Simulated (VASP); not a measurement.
# Rh (Fm-3m) in VASP: notebook

The runs below take Rh through single point, with PBE.

All numbers are computed with VASP 6.6.1; they aren't measurements. Logs are shortened: lines on timing, memory, paths and dates and some standing lists are left out, and cuts for length are marked.

**1. The cell of the first run**

Symmetry: Fm-3m, No. 225, cubic system. Conventional cell: a = 3.796 Å, b = 3.796 Å, c = 3.796 Å, α = 90.00°, β = 90.00°, γ = 90.00°. Within 3.5 Å of Rh (site symmetry m-3m) lie 12 Rh at 2.68 Å.

**2. Single point, PBE**

The input, INCAR:

```
SYSTEM = Rh
  ALGO = Normal
  EDIFF = 1E-7
  ENCUT = 520
  GGA = PE
  ISIF = 2
  ISMEAR = -1
  LASPH = .True.
  LCHARG = .False.
  LREAL = .False.
  LWAVE = .False.
  NBANDS = 14
  NELM = 100
  PREC = Accurate
  SIGMA = 0.1
```

The input, KPOINTS:

```
k-points
0
Gamma
  8 8 8
  0 0 0
```

The input, POSCAR:

```
Rh
1.0
    0.0000000000      1.8978500000      1.8978500000
    1.8978500000      0.0000000000      1.8978500000
    1.8978500000      1.8978500000      0.0000000000
Rh
1
Direct
    0.0000000000      0.0000000000      0.0000000000
```

Potentials or basis: VASP PAW PBE potentials, release 64 (Rh_pv).

Started as:

```sh
$ cat potpaw_PBE.64/Rh_pv/POTCAR > POTCAR
$ mpirun -np 1 vasp_std > vasp.out
```

OUTCAR:

```text
SYSTEM = Rh
   EDIFF = 1E-7
   ENCUT = 520
   GGA = PE
   ISIF = 2
   ISMEAR = -1
   LASPH = .True.
   LREAL = .False.
   NELM = 100
   PREC = Accurate

 ion  position               nearest neighbor table
   1  0.000  0.000  0.000-

  LATTYP: Found a face centered cubic cell.
 ALAT       =     3.7957000000

  Lattice vectors:

 A1 = (   0.0000000000,   1.8978500000,   1.8978500000)
 A2 = (   1.8978500000,   0.0000000000,   1.8978500000)
 A3 = (   1.8978500000,   1.8978500000,   0.0000000000)

Analysis of symmetry for initial positions (statically):
=====================================================================
 Subroutine PRICEL returns:
 Original cell was already a primitive cell.

 Routine SETGRP: Setting up the symmetry group for a
 face centered cubic supercell.

 Subroutine GETGRP returns: Found 48 space group operations
 (whereof 48 operations were pure point group operations)
 out of a pool of 48 trial point group operations.

The static configuration has the point symmetry O_h .

Analysis of symmetry for dynamics (positions and initial velocities):
=====================================================================
 Subroutine PRICEL returns:
 Original cell was already a primitive cell.

 Routine SETGRP: Setting up the symmetry group for a
 face centered cubic supercell.

 Subroutine GETGRP returns: Found 48 space group operations
 (whereof 48 operations were pure point group operations)
 out of a pool of 48 trial point group operations.

The dynamic configuration has the point symmetry O_h .

 Subroutine INISYM returns: Found 48 space group operations
 (whereof 48 operations are pure point group operations),
 and found     1 'primitive' translations

----------------------------------------------------------------------------------------

                                     Primitive cell

  volume of cell :      13.6715

  direct lattice vectors                    reciprocal lattice vectors
     0.000000000  1.897850000  1.897850000    -0.263456016  0.263456016  0.263456016
     1.897850000  0.000000000  1.897850000     0.263456016 -0.263456016  0.263456016
     1.897850000  1.897850000  0.000000000     0.263456016  0.263456016 -0.263456016

  length of vectors
     2.683965209  2.683965209  2.683965209     0.456319205  0.456319205  0.456319205

  position of ions in fractional coordinates (direct lattice)
     0.000000000  0.000000000  0.000000000

  ion indices of the primitive-cell ions
   primitive index   ion index
                 1           1

----------------------------------------------------------------------------------------

 KPOINTS: k-points

Automatic generation of k-mesh.
 Grid dimensions read from file:
 generate k-points for:    8    8    8

 Generating k-lattice:

  Cartesian coordinates                     Fractional coordinates (reciprocal lattice)
    -0.032932002  0.032932002  0.032932002     0.125000000  0.000000000  0.000000000
     0.032932002 -0.032932002  0.032932002     0.000000000  0.125000000  0.000000000
     0.032932002  0.032932002 -0.032932002     0.000000000  0.000000000  0.125000000

  Length of vectors
     0.057039901  0.057039901  0.057039901

  Shift w.r.t. Gamma in fractional coordinates (k-lattice)
     0.000000000  0.000000000  0.000000000

 Subroutine IBZKPT returns following result:
 ===========================================

 Found     29 irreducible k-points:

 Following reciprocal coordinates:
            Coordinates               Weight
  0.000000  0.000000  0.000000      1.000000
  0.125000  0.000000  0.000000      8.000000
  0.250000  0.000000  0.000000      8.000000
  0.375000  0.000000  0.000000      8.000000
  0.500000  0.000000  0.000000      4.000000
  0.125000  0.125000  0.000000      6.000000
[... 16 lines left out ...]
  0.500000  0.250000  0.125000     48.000000
 -0.375000  0.250000  0.125000     24.000000
 [... further k-points ...]
   k-points           NKPTS =     29   k-points in BZ     NKDIM =     29   number of bands    NBANDS=     14
   number of dos      NEDOS =    301   number of ions     NIONS =      1
   total plane-waves  NPLWV =   8000
   dimension x,y,z NGX =    20 NGY =   20 NGZ =   20
   dimension x,y,z NGXF=    40 NGYF=   40 NGZF=   40
   ions per type =               1
   NGX,Y,Z   is equivalent  to a cutoff of  12.39, 12.39, 12.39 a.u.
   NGXF,Y,Z  is equivalent  to a cutoff of  24.78, 24.78, 24.78 a.u.
 SYSTEM =  Rh
   PREC   = accura    normal or accurate (medium, high low for compatibility)
   ISTART =      0    job   : 0-new  1-cont  2-samecut
   ICHARG =      2    charge: 1-file 2-atom 10-const
   ISPIN  =      1    spin polarized calculation?
   LNONCOLLINEAR =      F non collinear calculations
   LSORBIT =      F    spin-orbit coupling
   LASPH  =      T    aspherical Exc in radial PAW
   ENCUT  =  520.0 eV  38.22 Ry    6.18 a.u.   4.99  4.99  4.99*2*pi/ulx,y,z
   NELM   =    100;   NELMIN=  2; NELMDL= -5     # of ELM steps
   EDIFF  = 0.1E-06   stopping-criterion for ELM
   LREAL  =      F    real-space projection
   EDIFFG = 0.1E-05   stopping-criterion for IOM
   NSW    =      0    number of steps for IOM
   IBRION =     -1    ionic relax: 0-MD 1-quasi-New 2-CG
   NFREE  =      0    steps in history (QN), initial steepest desc. (CG)
   ISIF   =      2    stress and relaxation
   ISYM   =      2    0-nonsym 1-usesym 2-fastsym
   POTIM  = 0.5000    time-step for ionic-motion
   TEBEG  =    0.0;   TEEND  =   0.0 temperature during run
   PSTRESS=    0.0 pullay stress
   NELECT =      15.0000    total number of electrons
   NUPDOWN=      -1.0000    fix difference up-down
   EMIN   =  10.00;   EMAX   =-10.00  energy-range for DOS
   EFERMI =   0.00;   METHOD = LEGACY
   ISMEAR =    -1;   SIGMA  =   0.10  broadening in eV -4-tet -1-fermi 0-gaus
   EFERMI_NEDOS =   21; number of points for ismear=-14 and -15
   IALGO  =     38    algorithm
   IMIX   =      4    mixing-type and parameters
     AMIX     =   0.40;   BMIX     =  1.00
     AMIX_MAG =   1.60;   BMIX_MAG =  1.00
  volume/ion in A,a.u.               =      13.67        92.26
  Fermi-wavevector in a.u.,A,eV,Ry     =   1.688496  3.190795 38.790465  2.851019
  Thomas-Fermi vector in A             =   2.770792
   LORBIT       =      0    0 simple, 1 ext, 2 COOP (PROOUT), +10 PAW based schemes
   GGA     = PE    functional components
   LHFCALC =     F    Hartree Fock is set to
   AEXX    =    0.0000 exact exchange contribution
   IVDW    =     0    specifies the selected vdW correction
   LEPSILON=     F    determine dielectric tensor
   LRPA    =     F    only Hartree local field effects (RPA)
 non-spin polarized calculation
  energy-cutoff  :      520.00
  volume of cell :       13.67
 maximum number of plane-waves:       380
   NGX =  9   NGY =  9   NGZ =  9

 number of electron      15.0000007 magnetization

 Free energy of the ion-electron system (eV)
  ---------------------------------------------------
  ext. energy  EPLUGINS =         0.00000000
  ---------------------------------------------------
  free energy    TOTEN  =        -7.24708290 eV

  energy without entropy =       -7.19072551  energy(sigma->0) =       -7.21890420

 E-fermi :  12.0544     XC(G=0): -14.0626

 val. band max:       12.0211052354   @ k =  -0.3750   0.2500   0.0000
 cond. band min:      12.1120285283   @ k =   0.3750   0.0000   0.0000
 fundamental gap:      0.0909232928
 Fermi energy:        12.0543740648

 k-point     1 :       0.0000    0.0000    0.0000
  band No.  band energies     occupation
      1     -34.3421      2.00000
      2     -34.3421      2.00000
      3     -34.3421      2.00000
      4       4.0077      2.00000
      5       8.9255      2.00000
      6       8.9255      2.00000
      7       8.9255      2.00000
      8      11.0363      1.99992
      9      11.0363      1.99992
     10      27.9942      0.00000
     11      32.5998      0.00000
     12      33.4929      0.00000
     13      33.4929      0.00000
     14      33.4929      0.00000

 k-point     2 :       0.1250    0.0000    0.0000
  band No.  band energies     occupation
      1     -34.4551      2.00000
      2     -34.3574      2.00000
      3     -34.3574      2.00000
      4       4.6139      2.00000
      5       8.6885      2.00000
      6       9.1421      2.00000
      7       9.1421      2.00000
      8      10.9351      1.99997
      9      10.9351      1.99997
     10      28.8200      0.00000
     11      30.9311      0.00000
     12      32.6003      0.00000
     13      34.3942      0.00000
     14      34.3942      0.00000

 k-point     3 :       0.2500    0.0000    0.0000
  band No.  band energies     occupation
      1     -34.7228      2.00000
      2     -34.3940      2.00000
      3     -34.3940      2.00000
      4       5.8056      2.00000
      5       8.7953      2.00000
      6       9.2897      2.00000
      7       9.2897      2.00000
      8      11.1989      1.99961
      9      11.1989      1.99961
     10      27.1614      0.00000
     11      29.5986      0.00000
     12      32.6000      0.00000
     13      36.5085      0.00000
     14      36.5085      0.00000
[... 324 lines left out ...]
 k-point    23 :       0.5000    0.2500    0.1250
  band No.  band energies     occupation
      1     -34.9281      2.00000
      2     -34.6158      2.00000
      3     -34.4848      2.00000
      4       7.0563      2.00000
      5       8.0879      2.00000
      6       8.6310      2.00000
      7      10.2984      2.00000
      8      11.9052      1.63277
      9      15.1863      0.00000
     10      23.7092      0.00000
     11      27.9533      0.00000
     12      29.8090      0.00000
     13      32.6012      0.00000
     14      34.4823      0.00000

 k-point    24 :      -0.3750    0.2500    0.1250
  band No.  band energies     occupation
      1     -34.9885      2.00000
      2     -34.6418      2.00000
      3     -34.5084      2.00000
      4       6.9860      2.00000
      5       7.8437      2.00000
      6       9.3459      2.00000
      7      10.0070      2.00000
      8      12.4164      0.05218
      9      17.4691      0.00000
     10      20.5161      0.00000
     11      28.1277      0.00000
     12      28.9201      0.00000
     13      32.6017      0.00000
     14      33.2521      0.00000

 [... further k-points ...]

------------------------ aborting loop because EDIFF is reached ----------------------------------------

  FORCE on cell =-STRESS in cart. coord.  units (eV):
  Direction    XX          YY          ZZ          XY          YZ          ZX
  --------------------------------------------------------------------------------------
  -------------------------------------------------------------------------------------
  Total        0.7499074      0.7499074      0.7499074     -0.0000000     -0.0000000      0.0000000
  in kB       87.8825385     87.8825385     87.8825385     -0.0000000     -0.0000000      0.0000000
  external PRESSURE =      87.8825385 kB  Pullay stress =       0.0000000 kB

 VOLUME and BASIS-vectors are now :
 -----------------------------------------------------------------------------
  energy-cutoff  :      520.00
  volume of cell :       13.67
      direct lattice vectors                 reciprocal lattice vectors
     0.000000000  1.897850000  1.897850000    -0.263456016  0.263456016  0.263456016
     1.897850000  0.000000000  1.897850000     0.263456016 -0.263456016  0.263456016
     1.897850000  1.897850000  0.000000000     0.263456016  0.263456016 -0.263456016

 POSITION                                       TOTAL-FORCE (eV/Angst)
 -----------------------------------------------------------------------------------
      0.00000      0.00000      0.00000         0.000000     -0.000000      0.000000
 -----------------------------------------------------------------------------------
    total drift:                               -0.000000     -0.000000     -0.000000

  FREE ENERGIE OF THE ION-ELECTRON SYSTEM (eV)
  ---------------------------------------------------
  free  energy   TOTEN  =        -7.2470829012 eV

  energy  without entropy=       -7.1907255085  energy(sigma->0) =       -7.21890420
```

Run time: 7.9 s. Hardware: 1 thread of AMD EPYC 7R13, shared host; peak memory 0.09 GiB.

Results:

| Property | Result |
| --- | --- |
| Free energy | -7.2471 eV |
| Pressure | 8.8 GPa |

Levels at points of the mesh, in eV from the Fermi level:
```csv
k point,band 3,band 4,band 5,band 6,band 7,band 8,band 9,band 10,band 11,band 12
"(0.00, 0.00, 0.00)",-46.40,-8.05,-3.13,-3.13,-3.13,-1.02,-1.02,15.94,20.55,21.44
"(0.50, 0.00, 0.00)",-46.50,-6.20,-3.21,-3.21,0.56,0.56,0.68,8.67,15.45,20.55
"(0.50, 0.50, 0.00)",-46.67,-6.40,-6.03,0.53,0.98,0.98,3.23,12.32,13.31,13.31
```

(Part 1 of 2 ends here.)
